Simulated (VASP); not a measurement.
# Al15GeO24 (a cell with a defect) in VASP: a series of runs

The runs below take Al15GeO24 (a cell with a defect) through single point, with PBE.

Program: VASP 6.6.1. These are calculated values, not measurements. Logs are shortened: lines on timing, memory, paths and dates and some standing lists are left out, and cuts for length are marked.

## 1. The cell of the first run

The cell holds a defect, 40 atoms: a = 5.181 Å, b = 10.361 Å, c = 10.361 Å, α = 55.29°, β = 55.29°, γ = 55.29°.

## 2. Single point, PBE

INCAR

```
ALGO = Normal
EDIFF = 1E-6
ENCUT = 520
GGA = PE
ISIF = 2
ISMEAR = 0
LASPH = T
LCHARG = F
LREAL = Auto
LWAVE = F
NBANDS = 128
NELECT = 204.0
NELM = 80
PREC = Accurate
SIGMA = 0.01
```

KPOINTS

```
Automatic mesh
0
Gamma
  1 1 1
  0.25 0.25 0.25
```

POSCAR

```
Al15GeO24
1.0
    2.4039417600      1.3879164200      4.3742070900
   -4.8078835200      2.7758328500      8.7484141900
    0.0000000000     -5.5516656900      8.7484141900
Al Ge O
15 1 24
Direct
    0.6642420704      0.3258371144      0.3270960974
    0.1481109002      0.0769356243      0.0736836350
    0.3504069634      0.1761968889      0.1756468213
    0.6439130521      0.3204352318      0.8312362648
    0.8439547239      0.4289498732      0.9287742934
    0.1576169330      0.0690457340      0.5750556953
    0.3636606809      0.1708034388      0.6765562912
    0.6408046783      0.8308814162      0.3222297257
    0.8565590629      0.9260181902      0.4252089435
    0.1417703164      0.5758062142      0.0746601212
    0.3429185572      0.6818304271      0.1725741473
    0.6486229088      0.8228889513      0.8239322313
    0.8532653431      0.9256817351      0.9260851839
    0.1435703373      0.5711626465      0.5746170103
    0.3445904360      0.6732801971      0.6813449562
    0.8823328495      0.4344143846      0.4380580694
    0.4468237480      0.0259135131      0.3738427119
    0.9505451238      0.1235952994      0.2779881953
    0.0615274872      0.3762023932      0.2067964209
    0.7480160252      0.2220954908      0.0289685180
    0.3148764512      0.2459806350      0.4765222823
    0.5475423477      0.4722356827      0.1279192035
    0.4447237273      0.0285279584      0.8754890272
    0.9458395879      0.1237404616      0.7790181367
    0.0482696753      0.3729926546      0.7216966746
    0.7649510908      0.2064324842      0.5333841314
    0.2441945209      0.2772044563      0.9723193183
    0.4958259061      0.4716797132      0.6576642183
    0.3999910973      0.5292626929      0.3767423604
    0.9381569578      0.6634261575      0.2428378428
    0.0599763407      0.8805629642      0.2210559479
    0.7452157431      0.7241603036      0.0258655956
    0.2516383906      0.7746830570      0.4721823083
    0.5558510514      0.9784441706      0.1210129556
    0.4411185137      0.5293138882      0.8788878102
    0.9263897640      0.6273165468      0.7819805012
    0.0561663187      0.8727754038      0.7225483566
    0.7456498169      0.7189055581      0.5272637166
    0.2558402154      0.7844677429      0.9615866802
    0.5642857717      0.9582107690      0.6289401039
```

Potentials or basis: VASP PAW PBE potentials, release 64 (Al, Ge_d, O).

Launch:

```sh
$ cat potpaw_PBE.64/Al/POTCAR potpaw_PBE.64/Ge_d/POTCAR potpaw_PBE.64/O/POTCAR > POTCAR
$ mpirun -np 1 vasp_std > vasp.out
```

OUTCAR:

```text
EDIFF = 1E-6
   ENCUT = 520
   GGA = PE
   ISIF = 2
   ISMEAR = 0
   LASPH = T
   LREAL = Auto
   NELECT = 204.0
   NELM = 80
   PREC = Accurate

 ion  position               nearest neighbor table
   1  0.664  0.326  0.327-  21 1.85  19 1.90  18 1.91  29 1.93  22 1.93  26 1.97   3 2.76   7 2.81
                            11 2.87  16 2.87   5 3.28   9 3.29
   2  0.148  0.077  0.074-  31 1.85  20 1.88  23 1.88  27 1.94  18 1.97  34 1.97   3 2.65   9 2.82
                             5 2.82  13 2.83  11 3.24   7 3.25   3 3.27
   3  0.350  0.176  0.176-  19 1.82  20 1.87  17 1.88  34 1.95  18 1.96  27 2.00   2 2.65   4 2.76
                             1 2.76   8 2.77  10 3.27   2 3.27   6 3.27
   4  0.644  0.320  0.831-  28 1.81  27 1.87  24 1.89  20 1.94  25 1.96  35 2.02   5 2.68   3 2.76
                            15 2.83   7 2.88  13 3.23   5 3.27
   5  0.844  0.429  0.929-  36 1.85  22 1.87  27 1.88  35 1.96  20 2.00  25 2.05   4 2.68  10 2.81
                             2 2.82  14 2.83  12 3.22   4 3.27   1 3.28
   6  0.158  0.069  0.575-  26 1.83  37 1.87  17 1.88  21 1.92  40 1.98  24 2.00   7 2.68   9 2.80
                            13 2.81  16 2.90  15 3.24   7 3.25   3 3.27
   7  0.364  0.171  0.677-  26 1.84  23 1.85  21 1.87  25 1.90  24 2.01  40 2.05   6 2.68  12 2.78
                             1 2.81   4 2.88   6 3.25   2 3.25  14 3.26
   8  0.641  0.831  0.322-  30 1.79  34 1.88  33 1.89  17 1.92  38 1.99  31 2.04   9 2.68   3 2.77
                            11 2.82  15 2.88   9 3.21  13 3.24
   9  0.857  0.926  0.425-  40 1.86  18 1.87  33 1.87  31 1.96  17 2.00  38 2.04   8 2.68   6 2.80
                             2 2.82  14 2.84   8 3.21  12 3.25   1 3.29
  10  0.142  0.576  0.075-  19 1.85  35 1.85  32 1.88  30 1.90  22 1.99  39 2.04  11 2.66  13 2.80
                             5 2.81  16 2.89  15 3.22   3 3.27  11 3.27
  11  0.343  0.682  0.173-  29 1.85  32 1.88  30 1.88  31 1.88  22 2.00  39 2.01  10 2.66  12 2.79
                             8 2.82   1 2.87   2 3.24  10 3.27  14 3.28
  12  0.649  0.823  0.824-  39 1.82  40 1.82  36 1.83  32 1.96  37 1.98  23 2.01  13 2.69   7 2.78
                            15 2.79  11 2.79   5 3.22  13 3.25   9 3.25
  13  0.853  0.926  0.926-  39 1.85  24 1.87  34 1.87  23 1.99  32 1.99  37 2.00  12 2.69  10 2.80
                             6 2.81   2 2.83   4 3.23   8 3.24  12 3.25
  14  0.144  0.571  0.575-  29 1.85  25 1.88  38 1.88  28 1.94  33 2.00  36 2.04  15 2.71   5 2.83
                             9 2.84  16 2.93  15 3.26   7 3.26  11 3.28
  15  0.345  0.673  0.681-  37 1.86  35 1.87  28 1.88  38 1.89  36 2.01  33 2.01  14 2.71  12 2.79
                             4 2.83   8 2.88  10 3.22   6 3.24  14 3.26
  16  0.882  0.434  0.438-  21 2.03  28 2.07  30 2.11  26 2.28  19 2.33  29 2.43   1 2.87  10 2.89
                             6 2.90  14 2.93
  17  0.447  0.026  0.374-   3 1.88   6 1.88   8 1.92   9 2.00
  18  0.951  0.124  0.278-   9 1.87   1 1.91   3 1.96   2 1.97
  19  0.062  0.376  0.207-   3 1.82  10 1.85   1 1.90  16 2.33
  20  0.748  0.222  0.029-   3 1.87   2 1.88   4 1.94   5 2.00
  21  0.315  0.246  0.477-   1 1.85   7 1.87   6 1.92  16 2.03
  22  0.548  0.472  0.128-   5 1.87   1 1.93  10 1.99  11 2.00
[... 16 lines left out ...]
  39  0.256  0.784  0.962-  12 1.82  13 1.85  11 2.01  10 2.04
  40  0.564  0.958  0.629-  12 1.82   9 1.86   6 1.98   7 2.05

  LATTYP: Found a base centered monoclinic cell.
 ALAT       =    14.1357249055
 B/A-ratio  =     0.6802457681
 C/A-ratio  =     0.3664920511
 COS(beta)  =    -0.1016821385

  Lattice vectors:

 A1 = (   7.2118252800,  -1.3879164300,  -4.3742071000)
 A2 = (   2.4039417600,   6.9395821100,  -4.3742071000)
 A3 = (   2.4039417600,   1.3879164200,   4.3742070900)

Analysis of symmetry for initial positions (statically):
=====================================================================
 Subroutine PRICEL returns:
 Original cell was already a primitive cell.

 Routine SETGRP: Setting up the symmetry group for a
[... 46 lines left out ...]
   PSTRESS=    0.0 pullay stress
   NELECT =     204.0000    total number of electrons
   NUPDOWN=      -1.0000    fix difference up-down
   EMIN   =  10.00;   EMAX   =-10.00  energy-range for DOS
   EFERMI =   0.00;   METHOD = LEGACY
   ISMEAR =     0;   SIGMA  =   0.01  broadening in eV -4-tet -1-fermi 0-gaus
   EFERMI_NEDOS =   21; number of points for ismear=-14 and -15
   IALGO  =     38    algorithm
   IMIX   =      4    mixing-type and parameters
     AMIX     =   0.40;   BMIX     =  1.00
     AMIX_MAG =   1.60;   BMIX_MAG =  1.00
  volume/ion in A,a.u.               =       8.76        59.09
  Fermi-wavevector in a.u.,A,eV,Ry     =   1.367159  2.583555 25.430962  1.869123
  Thomas-Fermi vector in A             =   2.493236
   LORBIT       =      0    0 simple, 1 ext, 2 COOP (PROOUT), +10 PAW based schemes
   GGA     = PE    functional components
   LHFCALC =     F    Hartree Fock is set to
   AEXX    =    0.0000 exact exchange contribution
   IVDW    =     0    specifies the selected vdW correction
   LEPSILON=     F    determine dielectric tensor
   LRPA    =     F    only Hartree local field effects (RPA)
 non-spin polarized calculation
 Gauss-broadening in eV      SIGMA  =   0.01
  energy-cutoff  :      520.00
  volume of cell :      350.27
 maximum number of plane-waves:      9444
 NGX is ok and might be reduce to    40
   NGX = 19   NGY = 39   NGZ = 39

 number of electron     204.0000008 magnetization

 Free energy of the ion-electron system (eV)
  ---------------------------------------------------
  ext. energy  EPLUGINS =         0.00000000
  ---------------------------------------------------
  free energy    TOTEN  =      -284.39827632 eV

  energy without entropy =     -284.39827632  energy(sigma->0) =     -284.39827632

 E-fermi :   8.9888     XC(G=0): -11.6651

 val. band max:        8.9263550072   @ k =   0.2500   0.2500   0.2500
 cond. band min:      12.5472957547   @ k =   0.2500   0.2500   0.2500
 fundamental gap:      3.6209407475
 Fermi energy:         8.9888264518

 k-point     1 :       0.2500    0.2500    0.2500
  band No.  band energies     occupation
      1     -15.4781      2.00000
      2     -15.4642      2.00000
      3     -15.4423      2.00000
      4     -15.4240      2.00000
      5     -15.4158      2.00000
      6     -13.0924      2.00000
[... 106 lines left out ...]
    113      15.6545      0.00000
    114      15.7897      0.00000
 [bands above 114 left out]

------------------------ aborting loop because EDIFF is reached ----------------------------------------

  FORCE on cell =-STRESS in cart. coord.  units (eV):
  Direction    XX          YY          ZZ          XY          YZ          ZX
  --------------------------------------------------------------------------------------
  -------------------------------------------------------------------------------------
  Total       30.8369514     31.9369320     24.4626066     -1.0124098     -0.6653919     -0.3033666
  in kB      141.0536017    146.0851050    111.8962352     -4.6309395     -3.0436189     -1.3876519
  external PRESSURE =     133.0116473 kB  Pullay stress =       0.0000000 kB

 VOLUME and BASIS-vectors are now :
 -----------------------------------------------------------------------------
  energy-cutoff  :      520.00
  volume of cell :      350.27
      direct lattice vectors                 reciprocal lattice vectors
     2.403941760  1.387916420  4.374207090     0.207991728  0.120084080  0.076204287
    -4.807883520  2.775832850  8.748414190    -0.103995864  0.060042040  0.038102144
     0.000000000 -5.551665690  8.748414190    -0.000000000 -0.120084080  0.038102144

 POSITION                                       TOTAL-FORCE (eV/Angst)
 -----------------------------------------------------------------------------------
      0.03021      0.01045      8.61766         0.001599      0.002642     -0.011310
     -0.01385      0.01006      1.96555        -0.003918      0.003930     -0.010118
     -0.00478      0.00030      4.61083         0.004094     -0.000333      0.012124
      0.00731     -2.83157     12.89191         0.013997     -0.002526     -0.009925
     -0.03352     -2.79421     15.56957         0.012034      0.001779      0.004109
      0.04694     -2.78210      6.32432         0.001378      0.003512     -0.000987
[... 32 lines left out ...]
     -3.15660     -2.80577     16.39431         0.002899     -0.007000     -0.000976
     -3.25046     -0.04865     16.35336         0.002157     -0.000558     -0.001710
 -----------------------------------------------------------------------------------
    total drift:                                0.010826      0.003537     -0.000374

  FREE ENERGIE OF THE ION-ELECTRON SYSTEM (eV)
  ---------------------------------------------------
  free  energy   TOTEN  =      -284.3982763249 eV

  energy  without entropy=     -284.3982763249  energy(sigma->0) =     -284.39827632
```

It took 2.3 min on 1 thread of Intel Xeon Platinum 8488C (Sapphire Rapids), shared host; peak memory 0.53 GiB.

Results:

```yaml
Free_energy: -284.3983 eV
Largest_force: 0.018 eV/Å
```

Forces in eV/Å, atoms in the order of the input:
```
Al   0.002  0.003 -0.011
Al  -0.004  0.004 -0.010
Al   0.004  0.000  0.012
Al   0.014 -0.003 -0.010
Al   0.012  0.002  0.004
Al   0.001  0.004 -0.001
Al  -0.008 -0.003  0.008
Al  -0.004 -0.005 -0.009
Al  -0.007  0.002  0.011
Al  -0.004 -0.006  0.001
Al   0.006  0.009  0.010
Al  -0.002  0.001 -0.010
Al  -0.001 -0.004  0.014
Al   0.007  0.001 -0.003
Al  -0.004  0.003  0.011
Ge  -0.013  0.009 -0.002
O   -0.003 -0.006  0.003
O   -0.002 -0.006  0.000
O   -0.003  0.008  0.000
O    0.004 -0.003  0.004
O    0.017  0.001  0.003
O    0.003 -0.003  0.007
O    0.004 -0.005 -0.001
O   -0.003  0.004  0.004
O    0.004  0.006  0.002
O   -0.002 -0.006 -0.015
O   -0.007  0.005 -0.002
O   -0.015 -0.010 -0.004
O   -0.003  0.001  0.002
O   -0.003  0.007 -0.008
O    0.007  0.003 -0.003
O    0.000 -0.008 -0.004
O   -0.002  0.003 -0.001
O    0.005  0.002 -0.001
O   -0.004  0.002  0.005
O    0.002 -0.001 -0.003
O    0.004  0.004 -0.002
O   -0.006 -0.004  0.002
O    0.003 -0.007 -0.001
O    0.002 -0.001 -0.002
```

Caveat: the k points lie up to 1.22 Å⁻¹ apart, too coarse for converged energies, forces and pressures; the cell carries a net charge on a neutralising background, which shifts energy and pressure; the cell is charged against a uniform background, so pressure and absolute levels hang on convention.

(Part 1 of 2 ends here.)
